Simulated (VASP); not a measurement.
# LiHg2 (Fd-3m) in VASP: a series of runs

The runs below take LiHg2 through single point, with PBE.

All numbers are computed with VASP 6.6.1; they aren't measurements. Logs are shortened: lines on timing, memory, paths and dates and some standing lists are left out, and cuts for length are marked.

## 1. The cell of the first run

It takes space group Fd-3m (No. 227, cubic). The conventional cell has a = 8.393 Å, b = 8.393 Å, c = 8.393 Å, α = 90.00°, β = 90.00°, γ = 90.00°. Li (site symmetry -43m) has 12 Hg at 3.48 Å and 4 Li at 3.63 Å within 4.6 Å. Within 3.9 Å of Hg (site symmetry -3m) lie 6 Hg at 2.97 Å and 6 Li at 3.48 Å.

## 2. Single point, PBE

Contents of INCAR:

```
PREC = Accurate
ENCUT = 520
EDIFF = 1E-6
ISMEAR = 0
SIGMA = 0.1
LREAL = F
LASPH = T
NELM = 100
ALGO = Normal
ISIF = 2
LWAVE = F
LCHARG = T
GGA = PE
LELF = T
LVHAR = T
NBANDS = 36
```

Contents of KPOINTS:

```
regular mesh
0
Gamma
  4 4 4
```

Contents of POSCAR:

```
LiHg2
1.0
    0.0000000000      4.1964094497      4.1964094497
    4.1964094497      0.0000000000      4.1964094497
    4.1964094497      4.1964094497      0.0000000000
Li Hg
2 4
Direct
    0.0000000000      0.0000000000      0.0000000000
    0.2500000000      0.2500000000      0.2500000000
    0.6250000000      0.6250000000      0.6250000000
    0.1250000000      0.6250000000      0.6250000000
    0.6250000000      0.6250000000      0.1250000000
    0.6250000000      0.1250000000      0.6250000000
```

Potentials or basis: VASP PAW PBE potentials, release 64 (Li_sv, Hg).

Launch:

```console
$ cat potpaw_PBE.64/Li_sv/POTCAR potpaw_PBE.64/Hg/POTCAR > POTCAR
$ mpirun -np 1 vasp_std > vasp.out
```

OUTCAR:

```text
PREC = Accurate
   ENCUT = 520
   EDIFF = 1E-6
   ISMEAR = 0
   LREAL = F
   LASPH = T
   NELM = 100
   ISIF = 2
   GGA = PE

 ion  position               nearest neighbor table
   1  0.000  0.000  0.000-
   2  0.250  0.250  0.250-
   3  0.625  0.625  0.625-   4 2.97   5 2.97   6 2.97   5 2.97   6 2.97   4 2.97
   4  0.125  0.625  0.625-   3 2.97   5 2.97   6 2.97   3 2.97   5 2.97   6 2.97
   5  0.625  0.625  0.125-   3 2.97   3 2.97   4 2.97   6 2.97   6 2.97   4 2.97
   6  0.625  0.125  0.625-   3 2.97   5 2.97   3 2.97   4 2.97   5 2.97   4 2.97

  LATTYP: Found a face centered cubic cell.
 ALAT       =     8.3928188994

  Lattice vectors:

 A1 = (   0.0000000000,   4.1964094497,   4.1964094497)
 A2 = (   4.1964094497,   0.0000000000,   4.1964094497)
 A3 = (   4.1964094497,   4.1964094497,   0.0000000000)

Analysis of symmetry for initial positions (statically):
=====================================================================
 Subroutine PRICEL returns:
 Original cell was already a primitive cell.

 Routine SETGRP: Setting up the symmetry group for a
 face centered cubic supercell.

 Subroutine GETGRP returns: Found 48 space group operations
 (whereof 24 operations were pure point group operations)
 out of a pool of 48 trial point group operations.

The static configuration has the point symmetry T_d .
 The point group associated with its full space group is O_h .

Analysis of symmetry for dynamics (positions and initial velocities):
=====================================================================
 Subroutine PRICEL returns:
 Original cell was already a primitive cell.

 Routine SETGRP: Setting up the symmetry group for a
 face centered cubic supercell.

 Subroutine GETGRP returns: Found 48 space group operations
 (whereof 24 operations were pure point group operations)
 out of a pool of 48 trial point group operations.

The dynamic configuration has the point symmetry T_d .
 The point group associated with its full space group is O_h .

 Subroutine INISYM returns: Found 48 space group operations
 (whereof 24 operations are pure point group operations),
 and found     1 'primitive' translations

----------------------------------------------------------------------------------------

                                     Primitive cell

  volume of cell :     147.7963

  direct lattice vectors                    reciprocal lattice vectors
     0.000000000  4.196409450  4.196409450    -0.119149479  0.119149479  0.119149479
     4.196409450  0.000000000  4.196409450     0.119149479 -0.119149479  0.119149479
     4.196409450  4.196409450  0.000000000     0.119149479  0.119149479 -0.119149479

  length of vectors
     5.934619157  5.934619157  5.934619157     0.206372951  0.206372951  0.206372951

  position of ions in fractional coordinates (direct lattice)
     0.000000000  0.000000000  0.000000000
     0.250000000  0.250000000  0.250000000
     0.625000000  0.625000000  0.625000000
     0.125000000  0.625000000  0.625000000
     0.625000000  0.625000000  0.125000000
     0.625000000  0.125000000  0.625000000

  ion indices of the primitive-cell ions
   primitive index   ion index
                 1           1
                 2           2
                 3           3
                 4           4
                 5           5
                 6           6

----------------------------------------------------------------------------------------

 KPOINTS: regular mesh

Automatic generation of k-mesh.
 Grid dimensions read from file:
 generate k-points for:    4    4    4

 Generating k-lattice:

  Cartesian coordinates                     Fractional coordinates (reciprocal lattice)
    -0.029787370  0.029787370  0.029787370     0.250000000  0.000000000  0.000000000
     0.029787370 -0.029787370  0.029787370     0.000000000  0.250000000  0.000000000
     0.029787370  0.029787370 -0.029787370     0.000000000  0.000000000  0.250000000

  Length of vectors
     0.051593238  0.051593238  0.051593238

  Shift w.r.t. Gamma in fractional coordinates (k-lattice)
     0.000000000  0.000000000  0.000000000

 Subroutine IBZKPT returns following result:
 ===========================================

 Found      8 irreducible k-points:

 Following reciprocal coordinates:
            Coordinates               Weight
  0.000000  0.000000  0.000000      1.000000
  0.250000  0.000000  0.000000      8.000000
  0.500000  0.000000  0.000000      4.000000
  0.250000  0.250000  0.000000      6.000000
  0.500000  0.250000  0.000000     24.000000
 -0.250000  0.250000  0.000000     12.000000
  0.500000  0.500000  0.000000      3.000000
 -0.250000  0.500000  0.250000      6.000000
   k-points           NKPTS =      8   k-points in BZ     NKDIM =      8   number of bands    NBANDS=     36
   number of dos      NEDOS =    301   number of ions     NIONS =      6
   total plane-waves  NPLWV = 110592
   dimension x,y,z NGX =    48 NGY =   48 NGZ =   48
   dimension x,y,z NGXF=    96 NGYF=   96 NGZF=   96
   ions per type =               2   4
   NGX,Y,Z   is equivalent  to a cutoff of  13.45, 13.45, 13.45 a.u.
   NGXF,Y,Z  is equivalent  to a cutoff of  26.89, 26.89, 26.89 a.u.
 SYSTEM =  unknown system
   PREC   = accura    normal or accurate (medium, high low for compatibility)
   ISTART =      0    job   : 0-new  1-cont  2-samecut
   ICHARG =      2    charge: 1-file 2-atom 10-const
   ISPIN  =      1    spin polarized calculation?
   LNONCOLLINEAR =      F non collinear calculations
   LSORBIT =      F    spin-orbit coupling
   LASPH  =      T    aspherical Exc in radial PAW
   ENCUT  =  520.0 eV  38.22 Ry    6.18 a.u.  11.03 11.03 11.03*2*pi/ulx,y,z
   NELM   =    100;   NELMIN=  2; NELMDL= -5     # of ELM steps
   EDIFF  = 0.1E-05   stopping-criterion for ELM
   LREAL  =      F    real-space projection
   EDIFFG = 0.1E-04   stopping-criterion for IOM
   NSW    =      0    number of steps for IOM
   IBRION =     -1    ionic relax: 0-MD 1-quasi-New 2-CG
   NFREE  =      0    steps in history (QN), initial steepest desc. (CG)
   ISIF   =      2    stress and relaxation
   ISYM   =      2    0-nonsym 1-usesym 2-fastsym
   POTIM  = 0.5000    time-step for ionic-motion
   TEBEG  =    0.0;   TEEND  =   0.0 temperature during run
   PSTRESS=    0.0 pullay stress
   NELECT =      54.0000    total number of electrons
   NUPDOWN=      -1.0000    fix difference up-down
   EMIN   =  10.00;   EMAX   =-10.00  energy-range for DOS
   EFERMI =   0.00;   METHOD = LEGACY
   ISMEAR =     0;   SIGMA  =   0.10  broadening in eV -4-tet -1-fermi 0-gaus
   EFERMI_NEDOS =   21; number of points for ismear=-14 and -15
   IALGO  =     38    algorithm
   IMIX   =      4    mixing-type and parameters
     AMIX     =   0.40;   BMIX     =  1.00
     AMIX_MAG =   1.60;   BMIX_MAG =  1.00
  volume/ion in A,a.u.               =      24.63       166.23
  Fermi-wavevector in a.u.,A,eV,Ry     =   1.170357  2.211653 18.636372  1.369735
  Thomas-Fermi vector in A             =   2.306816
   LORBIT       =      0    0 simple, 1 ext, 2 COOP (PROOUT), +10 PAW based schemes
   GGA     = PE    functional components
   LHFCALC =     F    Hartree Fock is set to
   AEXX    =    0.0000 exact exchange contribution
   IVDW    =     0    specifies the selected vdW correction
   LEPSILON=     F    determine dielectric tensor
   LRPA    =     F    only Hartree local field effects (RPA)
 non-spin polarized calculation
 Gauss-broadening in eV      SIGMA  =   0.10
  energy-cutoff  :      520.00
  volume of cell :      147.80
 maximum number of plane-waves:      3996
 NGX is ok and might be reduce to    48
   NGX = 23   NGY = 23   NGZ = 23

 number of electron      54.0000010 magnetization

 Free energy of the ion-electron system (eV)
  ---------------------------------------------------
  ext. energy  EPLUGINS =         0.00000000
  ---------------------------------------------------
  free energy    TOTEN  =        -5.22408437 eV

  energy without entropy =       -5.22305915  energy(sigma->0) =       -5.22357176

 E-fermi :   1.8644     XC(G=0):  -9.1934

 val. band max:        1.7122620610   @ k =   0.0000   0.0000   0.0000
 cond. band min:       2.0323953472   @ k =   0.5000   0.0000   0.0000
 fundamental gap:      0.3201332862
 Fermi energy:         1.8644169633

 k-point     1 :       0.0000    0.0000    0.0000
  band No.  band energies     occupation
      1     -45.6925      2.00000
      2     -45.6913      2.00000
      3      -7.5760      2.00000
      4      -6.3173      2.00000
      5      -6.3173      2.00000
      6      -6.3173      2.00000
[... 28 lines left out ...]
     35       5.6476      0.00000
     36       5.6476      0.00000

 k-point     2 :       0.2500    0.0000    0.0000
  band No.  band energies     occupation
      1     -45.6924      2.00000
      2     -45.6915      2.00000
      3      -7.2930      2.00000
      4      -6.2225      2.00000
      5      -6.1702      2.00000
      6      -6.1702      2.00000
[... 28 lines left out ...]
     35       7.4077      0.00000
     36       7.4077      0.00000

 k-point     3 :       0.5000    0.0000    0.0000
  band No.  band energies     occupation
      1     -45.6923      2.00000
      2     -45.6917      2.00000
      3      -6.9813      2.00000
      4      -6.0789      2.00000
      5      -6.0789      2.00000
      6      -5.9285      2.00000
[... 28 lines left out ...]
     35       6.4627      0.00000
     36       7.4599      0.00000

 k-point     4 :       0.2500    0.2500    0.0000
  band No.  band energies     occupation
      1     -45.6924      2.00000
      2     -45.6915      2.00000
      3      -7.1649      2.00000
      4      -6.2636      2.00000
      5      -6.0497      2.00000
      6      -6.0497      2.00000
[... 28 lines left out ...]
     35       6.3664      0.00000
     36       7.2151      0.00000

 k-point     5 :       0.5000    0.2500    0.0000
  band No.  band energies     occupation
      1     -45.6922      2.00000
      2     -45.6917      2.00000
      3      -6.7261      2.00000
      4      -6.0927      2.00000
      5      -5.9545      2.00000
      6      -5.8455      2.00000
[... 28 lines left out ...]
     35       7.5124      0.00000
     36       8.6507      0.00000

 k-point     6 :      -0.2500    0.2500    0.0000
  band No.  band energies     occupation
      1     -45.6923      2.00000
      2     -45.6916      2.00000
      3      -6.9062      2.00000
      4      -6.1203      2.00000
      5      -6.0354      2.00000
      6      -5.8530      2.00000
[... 28 lines left out ...]
     35       7.6881      0.00000
     36       8.2428      0.00000

 k-point     7 :       0.5000    0.5000    0.0000
  band No.  band energies     occupation
      1     -45.6919      2.00000
      2     -45.6919      2.00000
      3      -6.3596      2.00000
      4      -6.3596      2.00000
      5      -5.6996      2.00000
      6      -5.6996      2.00000
[... 28 lines left out ...]
     35       7.6353      0.00000
     36       7.6353      0.00000

 k-point     8 :      -0.2500    0.5000    0.2500
  band No.  band energies     occupation
      1     -45.6920      2.00000
      2     -45.6920      2.00000
      3      -6.2359      2.00000
      4      -6.2359      2.00000
      5      -5.9108      2.00000
      6      -5.9108      2.00000
[... 28 lines left out ...]
     35       8.0660      0.00000
     36       8.0660      0.00000

------------------------ aborting loop because EDIFF is reached ----------------------------------------

  FORCE on cell =-STRESS in cart. coord.  units (eV):
  Direction    XX          YY          ZZ          XY          YZ          ZX
  --------------------------------------------------------------------------------------
  -------------------------------------------------------------------------------------
  Total        0.4525483      0.4525483      0.4525483     -0.0000000      0.0000000     -0.0000000
  in kB        4.9058235      4.9058235      4.9058235     -0.0000000      0.0000000     -0.0000000
  external PRESSURE =       4.9058235 kB  Pullay stress =       0.0000000 kB

 VOLUME and BASIS-vectors are now :
 -----------------------------------------------------------------------------
  energy-cutoff  :      520.00
  volume of cell :      147.80
      direct lattice vectors                 reciprocal lattice vectors
     0.000000000  4.196409450  4.196409450    -0.119149479  0.119149479  0.119149479
     4.196409450  0.000000000  4.196409450     0.119149479 -0.119149479  0.119149479
     4.196409450  4.196409450  0.000000000     0.119149479  0.119149479 -0.119149479

 POSITION                                       TOTAL-FORCE (eV/Angst)
 -----------------------------------------------------------------------------------
      0.00000      0.00000      0.00000         0.000000      0.000000      0.000000
      2.09820      2.09820      2.09820        -0.000000     -0.000000     -0.000000
      5.24551      5.24551      5.24551        -0.000000     -0.000000      0.000000
      5.24551      3.14731      3.14731        -0.000000     -0.000000      0.000000
      3.14731      3.14731      5.24551        -0.000000     -0.000000      0.000000
      3.14731      5.24551      3.14731        -0.000000     -0.000000      0.000000
 -----------------------------------------------------------------------------------
    total drift:                                0.000000      0.000000     -0.000000

  FREE ENERGIE OF THE ION-ELECTRON SYSTEM (eV)
  ---------------------------------------------------
  free  energy   TOTEN  =        -5.2240843654 eV

  energy  without entropy=       -5.2230591501  energy(sigma->0) =       -5.22357176
```

It took 32 s on 1 thread of Intel Xeon Platinum 8488C (Sapphire Rapids), shared host; peak memory 0.32 GiB.

What came out:

* Free energy: -5.2241 eV
* Band gap on the k mesh: zero (band 27 reaches 3.06 eV, above the bottom of band 28 at 1.20 eV)

Caveat: the cutoff is under 1.25 times the usual one of these potentials, so pressure, stress and relaxed cells hold a basis-set (Pulay) error; spin-orbit coupling is left out, which moves the levels of the heavy elements.

## 3. Single point, PBE

This run uses another cell than the first one, of 24.77 Å³/atom, 1.005 times its volume.

Contents of INCAR:

```
SYSTEM = LiHg2
  ALGO = Fast
  EDIFF = 1E-6
  ENCUT = 520
  GGA = PE
  ISIF = 2
  ISMEAR = 0
  LASPH = .TRUE.
  LCHARG = .TRUE.
  LELF = .TRUE.
  LREAL = .FALSE.
  LVHAR = .TRUE.
  LWAVE = .FALSE.
  NBANDS = 36
  NELM = 80
  PREC = Accurate
  SIGMA = 0.1
```

Contents of KPOINTS:

```
k-points
0
G
  8 8 8
  0 0 0
```

Contents of POSCAR:

```
LiHg2
1.0
    0.0000000000      4.2039981418      4.2039981418
    4.2039981418      0.0000000000      4.2039981418
    4.2039981418      4.2039981418      0.0000000000
Li Hg
2 4
Direct
    0.5000000000      0.5000000000      0.5000000000
    0.7500000000      0.7500000000      0.7500000000
    0.1250000000      0.1250000000      0.1250000000
    0.6250000000      0.1250000000      0.1250000000
    0.1250000000      0.1250000000      0.6250000000
    0.1250000000      0.6250000000      0.1250000000
```

Potentials or basis: VASP PAW PBE potentials, release 64 (Li_sv, Hg).

Launch:

```console
$ cat potpaw_PBE.64/Li_sv/POTCAR potpaw_PBE.64/Hg/POTCAR > POTCAR
$ mpirun -np 1 vasp_std > vasp.out
```

Wall time 3.1 min (1 thread of Intel Xeon Platinum 8488C (Sapphire Rapids), shared host); peak memory 0.38 GiB.

It converged, with:

```yaml
Free_energy: -4.9048 eV
Band_gap_on_the_k_mesh: zero (band 27 reaches 3.02 eV, above the bottom of band 28 at 1.17 eV)
```

Levels at points of the mesh, in eV from the Fermi level:
```
           k point  band 23  band 24  band 25  band 26  band 27  band 28  band 29  band 30  band 31  band 32
(0.00, 0.00, 0.00)    -5.80    -1.56    -0.40    -0.40    -0.40    -0.34    -0.34    -0.34     1.91     1.91
(0.50, 0.00, 0.00)    -5.80    -5.65    -1.36    -1.36    -1.25    -0.02    -0.02     2.93     4.02     4.19
(0.50, 0.50, 0.00)    -6.02    -6.02    -2.63    -2.63    -0.86    -0.86     3.52     3.52     5.12     5.13
```

Caveat: the cutoff is under 1.25 times the usual one of these potentials, so pressure, stress and relaxed cells hold a basis-set (Pulay) error; spin-orbit coupling is left out, which moves the levels of the heavy elements.
